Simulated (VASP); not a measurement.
# Pt (P6_3/mmc) in VASP: a series of runs

Pt is run at these levels: r2SCAN; tasks: single point.

Program: VASP 6.6.1. These are calculated values, not measurements. Logs are shortened: lines on timing, memory, paths and dates and some standing lists are left out, and cuts for length are marked.

**1. The cell of the first run**

The structure is hexagonal, space group P6_3/mmc (No. 194). The conventional cell has a = 2.761 Å, b = 2.761 Å, c = 4.792 Å, α = 90.00°, β = 90.00°, γ = 120.00°. Pt (site symmetry -6m2) has 12 Pt at 2.76 to 2.88 Å within 3.6 Å.

**2. Single point, r2SCAN**

Input file POSCAR:

```
Pt
1.0
    2.7606656200      0.0000000000      0.0000000000
   -1.3803328100      2.3908065500      0.0000000000
    0.0000000000      0.0000000000      4.7921340000
Pt
2
Direct
    0.6666666667      0.3333333333      0.7500000000
    0.3333333333      0.6666666667      0.2500000000
```

Input file INCAR.step1:

```
SYSTEM = Pt
PREC     = Accurate       ! precision mode
ENCUT    = 520            ! plane-wave cutoff, eV
ISMEAR   = 1              ! smearing method
SIGMA    = 0.3            ! smearing width, eV
LREAL    = .FALSE.        ! projectors in reciprocal space
LASPH    = .TRUE.         ! aspherical terms in the spheres
NELM     = 60             ! most SCF steps
NBANDS   = 17             ! bands
GGA      = PE             ! functional
ALGO     = Normal         ! electronic algorithm
EDIFF    = 1E-4           ! SCF threshold, eV
LWAVE    = .TRUE.         ! write WAVECAR
LCHARG   = .FALSE.        ! write CHGCAR
```

Input file INCAR.step2:

```
SYSTEM = Pt
PREC     = Accurate       ! precision mode
ENCUT    = 520            ! plane-wave cutoff, eV
EDIFF    = 1E-6           ! SCF threshold, eV
ISMEAR   = 1              ! smearing method
SIGMA    = 0.3            ! smearing width, eV
LREAL    = .FALSE.        ! projectors in reciprocal space
LASPH    = .TRUE.         ! aspherical terms in the spheres
NELM     = 60             ! most SCF steps
ALGO     = Normal         ! electronic algorithm
ISIF     = 2              ! what is computed and relaxed
LWAVE    = .FALSE.        ! write WAVECAR
LCHARG   = .FALSE.        ! write CHGCAR
METAGGA  = R2SCAN         ! meta-GGA
LMIXTAU  = .TRUE.       
NBANDS   = 17             ! bands
ISTART   = 1
```

Input file KPOINTS:

```
regular mesh
0
G
  11 11 6
  0 0 0
```

Potentials or basis: VASP PAW PBE potentials, release 64 (Pt).

The run is started by

```bash
$ cat potpaw_PBE.64/Pt/POTCAR > POTCAR
$ cp INCAR.step1 INCAR
$ mpirun -np 1 vasp_std > vasp.out
$ cp INCAR.step2 INCAR
$ mpirun -np 1 vasp_std > vasp.out
```

OUTCAR:

```text
SYSTEM = Pt
   PREC = Accurate
   ENCUT = 520
   EDIFF = 1E-6
   ISMEAR = 1
   LREAL = .FALSE.
   LASPH = .TRUE.
   NELM = 60
   ISIF = 2
   METAGGA = R2SCAN
   ISTART = 1

 ion  position               nearest neighbor table
   1  0.667  0.333  0.750-   2 2.88   2 2.88   2 2.88   2 2.88   2 2.88   2 2.88
   2  0.333  0.667  0.250-   1 2.88   1 2.88   1 2.88   1 2.88   1 2.88   1 2.88

  LATTYP: Found a hexagonal cell.
 ALAT       =     2.7606656200
 C/A-ratio  =     1.7358618028

  Lattice vectors:

 A1 = (   2.7606656200,   0.0000000000,   0.0000000000)
 A2 = (  -1.3803328100,   2.3908065500,   0.0000000000)
 A3 = (   0.0000000000,   0.0000000000,   4.7921340000)

Analysis of symmetry for initial positions (statically):
=====================================================================
 Subroutine PRICEL returns:
 Original cell was already a primitive cell.

 Routine SETGRP: Setting up the symmetry group for a
 hexagonal supercell.

 Subroutine GETGRP returns: Found 24 space group operations
 (whereof 12 operations were pure point group operations)
 out of a pool of 24 trial point group operations.

The static configuration has the point symmetry D_3d.
 The point group associated with its full space group is D_6h.

Analysis of symmetry for dynamics (positions and initial velocities):
=====================================================================
 Subroutine PRICEL returns:
 Original cell was already a primitive cell.

 Routine SETGRP: Setting up the symmetry group for a
 hexagonal supercell.

 Subroutine GETGRP returns: Found 24 space group operations
 (whereof 12 operations were pure point group operations)
 out of a pool of 24 trial point group operations.

The dynamic configuration has the point symmetry D_3d.
 The point group associated with its full space group is D_6h.

 Subroutine INISYM returns: Found 24 space group operations
 (whereof 12 operations are pure point group operations),
 and found     1 'primitive' translations

----------------------------------------------------------------------------------------

                                     Primitive cell

  volume of cell :      31.6291

  direct lattice vectors                    reciprocal lattice vectors
     2.760665620  0.000000000  0.000000000     0.362231482  0.209134445  0.000000000
    -1.380332810  2.390806550  0.000000000     0.000000000  0.418268889  0.000000000
     0.000000000  0.000000000  4.792134000     0.000000000  0.000000000  0.208675300

  length of vectors
     2.760665620  2.760665613  4.792134000     0.418268888  0.418268889  0.208675300

  position of ions in fractional coordinates (direct lattice)
     0.666666667  0.333333333  0.750000000
     0.333333333  0.666666667  0.250000000

  ion indices of the primitive-cell ions
   primitive index   ion index
                 1           1
                 2           2

----------------------------------------------------------------------------------------

 KPOINTS: regular mesh

Automatic generation of k-mesh.
 Grid dimensions read from file:
 generate k-points for:   11   11    6

 Generating k-lattice:

  Cartesian coordinates                     Fractional coordinates (reciprocal lattice)
     0.032930135  0.019012222  0.000000000     0.090909091 -0.000000000  0.000000000
     0.000000000  0.038024444  0.000000000     0.000000000  0.090909091  0.000000000
     0.000000000  0.000000000  0.034779217     0.000000000  0.000000000  0.166666667

  Length of vectors
     0.038024444  0.038024444  0.034779217

  Shift w.r.t. Gamma in fractional coordinates (k-lattice)
     0.000000000  0.000000000  0.000000000

 Subroutine IBZKPT returns following result:
 ===========================================

 Found     64 irreducible k-points:

 Following reciprocal coordinates:
            Coordinates               Weight
  0.000000  0.000000  0.000000      1.000000
  0.090909 -0.000000  0.000000      6.000000
  0.181818  0.000000  0.000000      6.000000
  0.272727 -0.000000  0.000000      6.000000
  0.363636 -0.000000  0.000000      6.000000
  0.454545 -0.000000  0.000000      6.000000
[... 16 lines left out ...]
  0.090909  0.090909  0.166667     12.000000
  0.181818  0.090909  0.166667     24.000000
 [... further k-points ...]
   k-points           NKPTS =     64   k-points in BZ     NKDIM =     64   number of bands    NBANDS=     17
   number of dos      NEDOS =    301   number of ions     NIONS =      2
   total plane-waves  NPLWV =  20736
   dimension x,y,z NGX =    24 NGY =   24 NGZ =   36
   dimension x,y,z NGXF=    48 NGYF=   48 NGZF=   72
   ions per type =               2
   NGX,Y,Z   is equivalent  to a cutoff of  14.45, 14.45, 12.49 a.u.
   NGXF,Y,Z  is equivalent  to a cutoff of  28.91, 28.91, 24.98 a.u.
 SYSTEM =  Pt
   PREC   = accura    normal or accurate (medium, high low for compatibility)
   ISTART =      1    job   : 0-new  1-cont  2-samecut
   ICHARG =      0    charge: 1-file 2-atom 10-const
   ISPIN  =      1    spin polarized calculation?
   LNONCOLLINEAR =      F non collinear calculations
   LSORBIT =      F    spin-orbit coupling
   LASPH  =      T    aspherical Exc in radial PAW
   ENCUT  =  520.0 eV  38.22 Ry    6.18 a.u.   5.13  5.13  8.91*2*pi/ulx,y,z
   NELM   =     60;   NELMIN=  2; NELMDL=  0     # of ELM steps
   EDIFF  = 0.1E-05   stopping-criterion for ELM
   LREAL  =      F    real-space projection
   EDIFFG = 0.1E-04   stopping-criterion for IOM
   NSW    =      0    number of steps for IOM
   IBRION =     -1    ionic relax: 0-MD 1-quasi-New 2-CG
   NFREE  =      0    steps in history (QN), initial steepest desc. (CG)
   ISIF   =      2    stress and relaxation
   ISYM   =      2    0-nonsym 1-usesym 2-fastsym
   POTIM  = 0.5000    time-step for ionic-motion
   TEBEG  =    0.0;   TEEND  =   0.0 temperature during run
   PSTRESS=    0.0 pullay stress
   NELECT =      20.0000    total number of electrons
   NUPDOWN=      -1.0000    fix difference up-down
   EMIN   =  10.00;   EMAX   =-10.00  energy-range for DOS
   EFERMI =   0.00;   METHOD = LEGACY
   ISMEAR =     1;   SIGMA  =   0.30  broadening in eV -4-tet -1-fermi 0-gaus
   EFERMI_NEDOS =   21; number of points for ismear=-14 and -15
   IALGO  =     38    algorithm
   IMIX   =      4    mixing-type and parameters
     AMIX     =   0.40;   BMIX     =  1.00
     AMIX_MAG =   1.60;   BMIX_MAG =  1.00
  volume/ion in A,a.u.               =      15.81       106.72
  Fermi-wavevector in a.u.,A,eV,Ry     =   1.405149  2.655347 26.863944  1.974444
  Thomas-Fermi vector in A             =   2.527639
   LORBIT       =      0    0 simple, 1 ext, 2 COOP (PROOUT), +10 PAW based schemes
   METAGGA = R2SCAN    functional components
   LHFCALC =     F    Hartree Fock is set to
   AEXX    =    0.0000 exact exchange contribution
   IVDW    =     0    specifies the selected vdW correction
   LEPSILON=     F    determine dielectric tensor
   LRPA    =     F    only Hartree local field effects (RPA)
 non-spin polarized calculation
 Methfessel and Paxton  Order N= 1 SIGMA  =   0.30
  energy-cutoff  :      520.00
  volume of cell :       31.63
 maximum number of plane-waves:       868
 NGX is ok and might be reduce to    24
   NGX = 11   NGY = 11   NGZ = 17

 number of electron      20.0000004 magnetization

 Free energy of the ion-electron system (eV)
  ---------------------------------------------------
  ext. energy  EPLUGINS =         0.00000000
  ---------------------------------------------------
  free energy    TOTEN  =      -102.85838770 eV

  energy without entropy =     -102.84265059  energy(sigma->0) =     -102.85314200

 E-fermi :  10.0966     XC(G=0): -14.2870

 val. band max:       10.0907476287   @ k =   0.4545   0.0909   0.5000
 cond. band min:      10.0979962530   @ k =   0.3636   0.0909   0.0000
 fundamental gap:      0.0072486242
 Fermi energy:        10.0965819966

 k-point     1 :       0.0000    0.0000    0.0000
  band No.  band energies     occupation
      1       0.1760      2.00000
      2       2.8387      2.00000
      3       6.0606      2.00000
      4       6.5811      2.00000
      5       6.5811      2.00000
      6       6.9522      2.00000
[... 9 lines left out ...]
     16      28.3348      0.00000
     17      32.1530      0.00000

 k-point     2 :       0.0909   -0.0000    0.0000
  band No.  band energies     occupation
      1       0.4865      2.00000
      2       3.1214      2.00000
      3       6.0097      2.00000
      4       6.5894      2.00000
      5       6.8169      2.00000
      6       6.8179      2.00000
[... 9 lines left out ...]
     16      28.6223      0.00000
     17      30.6515      0.00000

 k-point     3 :       0.1818    0.0000    0.0000
  band No.  band energies     occupation
      1       1.3488      2.00000
      2       3.7953      2.00000
      3       5.7813      2.00000
      4       6.3701      2.00000
      5       6.5146      2.00000
      6       7.0931      2.00000
[... 9 lines left out ...]
     16      28.5216      0.00000
     17      28.8411      0.00000

 k-point     4 :       0.2727   -0.0000    0.0000
  band No.  band energies     occupation
      1       2.4883      2.00000
      2       4.0963      2.00000
      3       5.4401      2.00000
      4       6.0007      2.00000
      5       6.2109      2.00000
      6       7.2787      2.00000
[... 9 lines left out ...]
     16      26.8064      0.00000
     17      28.9759      0.00000
[... 343 lines left out ...]
      1       3.3562      2.00000
      2       3.5973      2.00000
      3       4.6363      2.00000
      4       5.6958      2.00000
      5       7.0380      2.00000
      6       7.2387      2.00000
[... 9 lines left out ...]
     16      23.4859      0.00000
     17      24.6770      0.00000

 k-point    23 :       0.0909    0.0909    0.1667
  band No.  band energies     occupation
      1       1.3067      2.00000
      2       3.6236      2.00000
      3       5.8414      2.00000
      4       6.2310      2.00000
      5       6.4456      2.00000
      6       6.9741      2.00000
[... 9 lines left out ...]
     16      27.9431      0.00000
     17      28.7184      0.00000

 k-point    24 :       0.1818    0.0909    0.1667
  band No.  band energies     occupation
      1       2.3116      2.00000
      2       4.3309      2.00000
      3       5.5149      2.00000
      4       5.6450      2.00000
      5       6.2176      2.00000
      6       6.8022      2.00000
[... 9 lines left out ...]
     16      27.5674      0.00000
     17      28.4432      0.00000

 [... further k-points ...]
[... 5 lines left out ...]
  --------------------------------------------------------------------------------------
  -------------------------------------------------------------------------------------
  Total       -1.1275263     -1.1275263     -1.1333183      0.0000000      0.0000000      0.0000000
  in kB      -57.1149828    -57.1149824    -57.4083781      0.0000000      0.0000000      0.0000000
  external PRESSURE =     -57.2127811 kB  Pullay stress =       0.0000000 kB

 VOLUME and BASIS-vectors are now :
 -----------------------------------------------------------------------------
  energy-cutoff  :      520.00
  volume of cell :       31.63
      direct lattice vectors                 reciprocal lattice vectors
     2.760665620  0.000000000  0.000000000     0.362231482  0.209134445  0.000000000
    -1.380332810  2.390806550  0.000000000     0.000000000  0.418268889  0.000000000
     0.000000000  0.000000000  4.792134000     0.000000000  0.000000000  0.208675300

 POSITION                                       TOTAL-FORCE (eV/Angst)
 -----------------------------------------------------------------------------------
      1.38033      0.79694      3.59410        -0.000000      0.000000      0.000000
     -0.00000      1.59387      1.19803         0.000000      0.000000      0.000000
 -----------------------------------------------------------------------------------
    total drift:                               -0.000000      0.000000     -0.000000

  FREE ENERGIE OF THE ION-ELECTRON SYSTEM (eV)
  ---------------------------------------------------
  free  energy   TOTEN  =      -102.8583877012 eV

  energy  without entropy=     -102.8426505923  energy(sigma->0) =     -102.85314200
```

It took 83 s on 1 thread of Intel Xeon 6975P-C (Granite Rapids), shared host; peak memory 0.18 GiB.

What came out:

| Property | Result |
| --- | --- |
| Free energy | -102.8584 eV |
| Pressure | -5.7 GPa |
| Band gap on the k mesh | zero (band 10 reaches 10.51 eV, above the bottom of band 11 at 9.24 eV) |

Levels at points of the mesh, in eV from the Fermi level:
```
           k point  band 7  band 8  band 9  band 10  band 11  band 12  band 13  band 14
(0.00, 0.00, 0.00)   -3.14   -1.90   -1.90    -0.52    -0.27    -0.27     4.93    16.09
(0.00, 0.00, 0.50)   -3.51   -3.51   -0.86    -0.86    -0.86    -0.86    12.55    12.55
```

Caveat: the PAW data sets were made with another functional, which shifts forces and pressure a little; spin-orbit coupling is left out, which moves the levels of the heavy elements.

**3. Single point, r2SCAN**

POSCAR is that of step 2.

Input file INCAR.step1:

```
PREC = Accurate ; ENCUT = 520
ISMEAR = 1 ; SIGMA = 0.2
LREAL = False ; LASPH = True
NELM = 60 ; NBANDS = 17
GGA = PE ; ALGO = Normal
EDIFF = 1E-4 ; LWAVE = True
LCHARG = False
```

Input file INCAR.step2:

```
PREC = Accurate ; ENCUT = 520
EDIFF = 1E-7 ; ISMEAR = 1
SIGMA = 0.2 ; LREAL = False
LASPH = True ; NELM = 60
ALGO = Normal ; ISIF = 2
LWAVE = False ; LCHARG = False
METAGGA = R2SCAN ; LMIXTAU = True
NBANDS = 17 ; ISTART = 1
```

Input file KPOINTS:

```
Automatic mesh
0
Gamma
  11 11 6
```

Potentials or basis: VASP PAW PBE potentials, release 64 (Pt).

The run is started by

```bash
$ cat potpaw_PBE.64/Pt/POTCAR > POTCAR
$ cp INCAR.step1 INCAR
$ mpirun -np 1 vasp_std > vasp.out
$ cp INCAR.step2 INCAR
$ mpirun -np 1 vasp_std > vasp.out
```

Wall time 95 s (1 thread of Intel Xeon 6975P-C (Granite Rapids), shared host); peak memory 0.18 GiB.

The run converged. Its results:

| Property | Result |
| --- | --- |
| Free energy | -102.8544 eV |
| Pressure | -5.8 GPa |
| Band gap on the k mesh | zero (band 10 reaches 10.51 eV, above the bottom of band 11 at 9.24 eV) |

Stress tensor (GPa, compression positive):
```
-5.94  0.00  0.00
 0.00 -5.94  0.00
 0.00  0.00 -5.43
```

Levels at points of the mesh, in eV from the Fermi level:
```csv
k point,band 6,band 7,band 8,band 9,band 10,band 11,band 12,band 13,band 14,band 15
"(0.00, 0.00, 0.00)",-3.15,-3.15,-1.90,-1.90,-0.52,-0.27,-0.27,4.93,16.09,16.57
"(0.00, 0.00, 0.50)",-3.52,-3.52,-3.52,-0.86,-0.86,-0.86,-0.86,12.55,12.55,16.45
```

Caveat: the PAW data sets were made with another functional, which shifts forces and pressure a little; spin-orbit coupling is left out, which moves the levels of the heavy elements.

**4. Single point, r2SCAN**

POSCAR is that of step 3.

Input file INCAR.step1:

```
SYSTEM = Pt
PREC = Accurate
ENCUT = 520
ISMEAR = 1
SIGMA = 0.1
LREAL = .False.
LASPH = .True.
NELM = 80
NBANDS = 17
GGA = PE
ALGO = Normal
EDIFF = 1E-4
LWAVE = .True.
LCHARG = .False.
```

Input file INCAR.step2:

```
SYSTEM = Pt
PREC = Accurate
ENCUT = 520
EDIFF = 1E-6
ISMEAR = 1
SIGMA = 0.1
LREAL = .False.
LASPH = .True.
NELM = 80
ALGO = Normal
ISIF = 2
LWAVE = .False.
LCHARG = .False.
METAGGA = R2SCAN
LMIXTAU = .True.
NBANDS = 17
ISTART = 1
```

Input file KPOINTS:

```
Automatic mesh
0
Gamma
  11 11 6
  0 0 0
```

The run is started by

```bash
$ cat potpaw_PBE.64/Pt/POTCAR > POTCAR
$ cp INCAR.step1 INCAR
$ mpirun -np 1 vasp_std > vasp.out
$ cp INCAR.step2 INCAR
$ mpirun -np 1 vasp_std > vasp.out
```

Wall time 85 s (1 thread of Intel Xeon 6975P-C (Granite Rapids), shared host); peak memory 0.18 GiB.

The run converged. Its results:

```yaml
Free_energy: -102.8514 eV
Pressure: -5.8 GPa
Band_gap_on_the_k_mesh: zero (band 10 reaches 10.51 eV, above the bottom of band 11 at 9.24 eV)
```

Stress tensor (GPa, compression positive):
```
-6.12  0.00  0.00
 0.00 -6.12  0.00
 0.00  0.00 -5.16
```

Levels at points of the mesh, in eV from the Fermi level:
| k point | band 6 | band 7 | band 8 | band 9 | band 10 | band 11 | band 12 | band 13 | band 14 | band 15 |
| --- | --- | --- | --- | --- | --- | --- | --- | --- | --- | --- |
| (0.00, 0.00, 0.00) | -3.15 | -3.15 | -1.90 | -1.90 | -0.51 | -0.27 | -0.27 | 4.93 | 16.09 | 16.57 |
| (0.00, 0.00, 0.50) | -3.52 | -3.52 | -3.52 | -0.86 | -0.86 | -0.86 | -0.86 | 12.56 | 12.56 | 16.45 |

Caveat: the PAW data sets were made with another functional, which shifts forces and pressure a little; spin-orbit coupling is left out, which moves the levels of the heavy elements.

**5. Overview**

```tsv
smearing	gap on the mesh (eV)	pressure (GPa)
methfessel-paxton 0.3 eV	none	-5.7
methfessel-paxton 0.2 eV	none	-5.8
methfessel-paxton 0.1 eV	none	-5.8
```

Alike in all rows: task single point; level r2SCAN; potentials or basis VASP PAW PBE potentials, release 64 (Pt); no spin polarisation; cell as given; k mesh 11 × 11 × 6; cutoff (eV) 520.

Every run on the cell as given and a fine mesh finds a metal.

Caveats: the PAW data sets were made with another functional, which shifts forces and pressure a little; spin-orbit coupling is left out, which moves the levels of the heavy elements.

Total energies depend on the potentials used, so only differences within one code and one set of settings carry meaning.
